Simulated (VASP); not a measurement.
# TiAl in VASP: notebook

TiAl is run at these levels: LDA; tasks: single point.

Everything below comes from runs of VASP 6.6.1. Logs are shortened: lines on timing, memory, paths and dates and some standing lists are left out, and cuts for length are marked.

## 1. The cell of the first run

Symmetry: Pmmm, No. 47, orthorhombic system. The conventional cell has a = 3.038 Å, b = 3.124 Å, c = 3.210 Å, α = 90.00°, β = 90.00°, γ = 90.00°. Ti (site symmetry mmm) has 8 Al at 2.71 Å and 6 Ti at 3.04 to 3.21 Å within 3.6 Å. Within 3.6 Å of Al (site symmetry mmm) lie 8 Ti at 2.71 Å and 6 Al at 3.04 to 3.21 Å.

## 2. Single point, LDA (normal strain along x -0.0275, normal strain along y +0.0275)

Contents of INCAR:

```
PREC = Accurate
ENCUT = 520
EDIFF = 1E-6
ISMEAR = 0
SIGMA = 0.15
LREAL = False
LASPH = True
NELM = 60
ALGO = Fast
ISIF = 2
LWAVE = False
LCHARG = False
NBANDS = 14
```

Contents of KPOINTS:

```
regular mesh
0
Gamma
  14 14 14
```

Contents of POSCAR:

```
TiAl
1.0
    3.0381738569      0.0000000000      0.0000000000
    0.0000000000      3.2099985995      0.0000000000
    0.0000000000      0.0000000000      3.1240862282
Ti Al
1 1
Direct
    0.0000000000      0.0000000000      0.0000000000
    0.5000000000      0.5000000000      0.5000000000
```

Potentials or basis: VASP PAW LDA potentials, release 64 (Ti_sv, Al).

Started as:

```console
> cat potpaw_LDA.64/Ti_sv/POTCAR potpaw_LDA.64/Al/POTCAR > POTCAR
> mpirun -np 1 vasp_std > vasp.out
```

OUTCAR:

```text
PREC = Accurate
   ENCUT = 520
   EDIFF = 1E-6
   ISMEAR = 0
   LREAL = False
   LASPH = True
   NELM = 60
   ISIF = 2

 ion  position               nearest neighbor table
   1  0.000  0.000  0.000-   2 2.71   2 2.71   2 2.71   2 2.71   2 2.71   2 2.71   2 2.71   2 2.71

   2  0.500  0.500  0.500-   1 2.71   1 2.71   1 2.71   1 2.71   1 2.71   1 2.71   1 2.71   1 2.71

  LATTYP: Found a simple orthorhombic cell.
 ALAT       =     3.0381738569
 B/A-ratio  =     1.0282776350
 C/A-ratio  =     1.0565552699

  Lattice vectors:

 A1 = (  -3.0381738569,   0.0000000000,   0.0000000000)
 A2 = (   0.0000000000,   0.0000000000,   3.1240862282)
 A3 = (   0.0000000000,   3.2099985995,   0.0000000000)

Analysis of symmetry for initial positions (statically):
=====================================================================
 Subroutine PRICEL returns:
 Original cell was already a primitive cell.

 Routine SETGRP: Setting up the symmetry group for a
 simple orthorhombic supercell.

 Subroutine GETGRP returns: Found  8 space group operations
 (whereof  8 operations were pure point group operations)
 out of a pool of  8 trial point group operations.

The static configuration has the point symmetry D_2h.

Analysis of symmetry for dynamics (positions and initial velocities):
=====================================================================
 Subroutine PRICEL returns:
 Original cell was already a primitive cell.

 Routine SETGRP: Setting up the symmetry group for a
 simple orthorhombic supercell.

 Subroutine GETGRP returns: Found  8 space group operations
 (whereof  8 operations were pure point group operations)
 out of a pool of  8 trial point group operations.

The dynamic configuration has the point symmetry D_2h.

 Subroutine INISYM returns: Found  8 space group operations
 (whereof  8 operations are pure point group operations),
 and found     1 'primitive' translations

----------------------------------------------------------------------------------------

                                     Primitive cell

  volume of cell :      30.4678

  direct lattice vectors                    reciprocal lattice vectors
     3.038173857  0.000000000  0.000000000     0.329145088  0.000000000  0.000000000
     0.000000000  3.209998599  0.000000000     0.000000000  0.311526616  0.000000000
     0.000000000  0.000000000  3.124086228     0.000000000  0.000000000  0.320093598

  length of vectors
     3.038173857  3.209998599  3.124086228     0.329145088  0.311526616  0.320093598

  position of ions in fractional coordinates (direct lattice)
     0.000000000  0.000000000  0.000000000
     0.500000000  0.500000000  0.500000000

  ion indices of the primitive-cell ions
   primitive index   ion index
                 1           1
                 2           2

----------------------------------------------------------------------------------------

 KPOINTS: regular mesh

Automatic generation of k-mesh.
 Grid dimensions read from file:
 generate k-points for:   14   14   14

 Generating k-lattice:

  Cartesian coordinates                     Fractional coordinates (reciprocal lattice)
     0.023510363  0.000000000  0.000000000     0.071428571  0.000000000  0.000000000
     0.000000000  0.022251901  0.000000000     0.000000000  0.071428571  0.000000000
     0.000000000  0.000000000  0.022863828     0.000000000  0.000000000  0.071428571

  Length of vectors
     0.023510363  0.022251901  0.022863828

  Shift w.r.t. Gamma in fractional coordinates (k-lattice)
     0.000000000  0.000000000  0.000000000

 Subroutine IBZKPT returns following result:
 ===========================================

 Found    512 irreducible k-points:

 Following reciprocal coordinates:
            Coordinates               Weight
  0.000000  0.000000  0.000000      1.000000
  0.071429  0.000000  0.000000      2.000000
  0.142857  0.000000  0.000000      2.000000
  0.214286  0.000000  0.000000      2.000000
  0.285714  0.000000  0.000000      2.000000
  0.357143  0.000000  0.000000      2.000000
[... 16 lines left out ...]
  0.428571  0.142857  0.000000      4.000000
  0.500000  0.142857  0.000000      2.000000
 [... further k-points ...]
   k-points           NKPTS =    512   k-points in BZ     NKDIM =    512   number of bands    NBANDS=     14
   number of dos      NEDOS =    301   number of ions     NIONS =      2
   total plane-waves  NPLWV =  13824
   dimension x,y,z NGX =    24 NGY =   24 NGZ =   24
   dimension x,y,z NGXF=    48 NGYF=   48 NGZF=   48
   ions per type =               1   1
   NGX,Y,Z   is equivalent  to a cutoff of  13.13, 12.43, 12.77 a.u.
   NGXF,Y,Z  is equivalent  to a cutoff of  26.27, 24.86, 25.54 a.u.
 SYSTEM =  unknown system
   PREC   = accura    normal or accurate (medium, high low for compatibility)
   ISTART =      0    job   : 0-new  1-cont  2-samecut
   ICHARG =      2    charge: 1-file 2-atom 10-const
   ISPIN  =      1    spin polarized calculation?
   LNONCOLLINEAR =      F non collinear calculations
   LSORBIT =      F    spin-orbit coupling
   LASPH  =      T    aspherical Exc in radial PAW
   ENCUT  =  520.0 eV  38.22 Ry    6.18 a.u.   5.65  5.97  5.81*2*pi/ulx,y,z
   NELM   =     60;   NELMIN=  2; NELMDL= -5     # of ELM steps
   EDIFF  = 0.1E-05   stopping-criterion for ELM
   LREAL  =      F    real-space projection
[... 7 lines left out ...]
   TEBEG  =    0.0;   TEEND  =   0.0 temperature during run
   PSTRESS=    0.0 pullay stress
   NELECT =      15.0000    total number of electrons
   NUPDOWN=      -1.0000    fix difference up-down
   EMIN   =  10.00;   EMAX   =-10.00  energy-range for DOS
   EFERMI =   0.00;   METHOD = LEGACY
   ISMEAR =     0;   SIGMA  =   0.15  broadening in eV -4-tet -1-fermi 0-gaus
   EFERMI_NEDOS =   21; number of points for ismear=-14 and -15
   IALGO  =     68    algorithm
   IMIX   =      4    mixing-type and parameters
     AMIX     =   0.40;   BMIX     =  1.00
     AMIX_MAG =   1.60;   BMIX_MAG =  1.00
  volume/ion in A,a.u.               =      15.23       102.80
  Fermi-wavevector in a.u.,A,eV,Ry     =   1.292682  2.442815 22.735705  1.671027
  Thomas-Fermi vector in A             =   2.424375
   LORBIT       =      0    0 simple, 1 ext, 2 COOP (PROOUT), +10 PAW based schemes
   GGA     = CA    functional components
   LHFCALC =     F    Hartree Fock is set to
   AEXX    =    0.0000 exact exchange contribution
   IVDW    =     0    specifies the selected vdW correction
   LEPSILON=     F    determine dielectric tensor
   LRPA    =     F    only Hartree local field effects (RPA)
 non-spin polarized calculation
 RMM-DIIS sequential band-by-band and
 Gauss-broadening in eV      SIGMA  =   0.15
  energy-cutoff  :      520.00
  volume of cell :       30.47
 maximum number of plane-waves:       840
 NGX is ok and might be reduce to    24
   NGX = 11   NGY = 11   NGZ = 11

 number of electron      14.9999999 magnetization

 Free energy of the ion-electron system (eV)
  ---------------------------------------------------
  ext. energy  EPLUGINS =         0.00000000
  ---------------------------------------------------
  free energy    TOTEN  =       -13.32132941 eV

  energy without entropy =      -13.29469403  energy(sigma->0) =      -13.30801172

 E-fermi :   9.0759     XC(G=0): -11.5478

 val. band max:        9.0752008380   @ k =   0.3571   0.1429   0.1429
 cond. band min:       9.0766306774   @ k =   0.3571   0.2857   0.1429
 fundamental gap:      0.0014298394
 Fermi energy:         9.0759250019

 k-point     1 :       0.0000    0.0000    0.0000
  band No.  band energies     occupation
      1     -46.9876      2.00000
      2     -23.6052      2.00000
      3     -23.5700      2.00000
      4     -23.5208      2.00000
      5      -0.3337      2.00000
      6       7.4855      2.00000
      7       7.6132      2.00000
      8      10.8303      0.00000
      9      10.9920      0.00000
     10      11.1195      0.00000
     11      13.0314      0.00000
     12      13.7658      0.00000
     13      14.5760      0.00000
     14      18.2251      0.00000

 k-point     2 :       0.0714    0.0000    0.0000
  band No.  band energies     occupation
      1     -46.9862      2.00000
      2     -23.6039      2.00000
      3     -23.5687      2.00000
      4     -23.5346      2.00000
      5      -0.2438      2.00000
      6       7.5232      2.00000
      7       7.6045      2.00000
      8      10.7809      0.00000
      9      10.8436      0.00000
     10      10.9531      0.00000
     11      13.2971      0.00000
     12      13.9868      0.00000
     13      14.1163      0.00000
     14      18.2321      0.00000

 k-point     3 :       0.1429    0.0000    0.0000
  band No.  band energies     occupation
      1     -46.9824      2.00000
      2     -23.6002      2.00000
      3     -23.5731      2.00000
      4     -23.5652      2.00000
      5       0.0230      2.00000
      6       7.4900      2.00000
      7       7.6686      2.00000
      8      10.3408      0.00000
      9      10.5752      0.00000
     10      10.8812      0.00000
     11      13.2538      0.00000
     12      13.9053      0.00000
     13      14.5327      0.00000
     14      17.8507      0.00000
[... 324 lines left out ...]
 k-point    23 :       0.4286    0.1429    0.0000
  band No.  band energies     occupation
      1     -46.9586      2.00000
      2     -23.7759      2.00000
      3     -23.6101      2.00000
      4     -23.5432      2.00000
      5       2.8281      2.00000
      6       4.8921      2.00000
      7       8.3771      2.00000
      8       8.8216      1.98349
      9       9.3753      0.00476
     10      10.8051      0.00000
     11      12.5272      0.00000
     12      15.3917      0.00000
     13      16.7416      0.00000
     14      18.2350      0.00000

 k-point    24 :       0.5000    0.1429    0.0000
  band No.  band energies     occupation
      1     -46.9573      2.00000
      2     -23.7891      2.00000
      3     -23.6086      2.00000
      4     -23.5419      2.00000
      5       3.4413      2.00000
      6       4.2203      2.00000
      7       8.5615      2.00000
      8       8.6535      1.99993
      9       9.3145      0.02447
     10      10.8235      0.00000
     11      12.5808      0.00000
     12      15.5947      0.00000
     13      16.7179      0.00000
     14      18.5072      0.00000

 [... further k-points ...]
[... 5 lines left out ...]
  --------------------------------------------------------------------------------------
  -------------------------------------------------------------------------------------
  Total       -0.1578007      0.4792951     -0.1008771      0.0000000      0.0000000      0.0000000
  in kB       -8.2981049     25.2042121     -5.3047221      0.0000000      0.0000000      0.0000000
  external PRESSURE =       3.8671284 kB  Pullay stress =       0.0000000 kB

 VOLUME and BASIS-vectors are now :
 -----------------------------------------------------------------------------
  energy-cutoff  :      520.00
  volume of cell :       30.47
      direct lattice vectors                 reciprocal lattice vectors
     3.038173857  0.000000000  0.000000000     0.329145088  0.000000000  0.000000000
     0.000000000  3.209998599  0.000000000     0.000000000  0.311526616  0.000000000
     0.000000000  0.000000000  3.124086228     0.000000000  0.000000000  0.320093598

 POSITION                                       TOTAL-FORCE (eV/Angst)
 -----------------------------------------------------------------------------------
      0.00000      0.00000      0.00000         0.000000      0.000000      0.000000
      1.51909      1.60500      1.56204         0.000000      0.000000      0.000000
 -----------------------------------------------------------------------------------
    total drift:                               -0.000000      0.000000      0.000000

  FREE ENERGIE OF THE ION-ELECTRON SYSTEM (eV)
  ---------------------------------------------------
  free  energy   TOTEN  =       -13.3213294088 eV

  energy  without entropy=      -13.2946940265  energy(sigma->0) =      -13.30801172
```

Run time: 2.2 min. Hardware: 1 thread of Intel Xeon Platinum 8375C at 2.90GHz (Ice Lake), shared host; peak memory 0.32 GiB.

What came out:

```
Free energy            : -13.3213 eV
Pressure               : 0.4 GPa
Band gap on the k mesh : zero (an odd number of electrons rules out a gap without spin polarisation)
```

Caveat: the cell differs from its parent crystal (normal strain along x -0.0275, normal strain along y +0.0275).

[end of part 1 of 2]
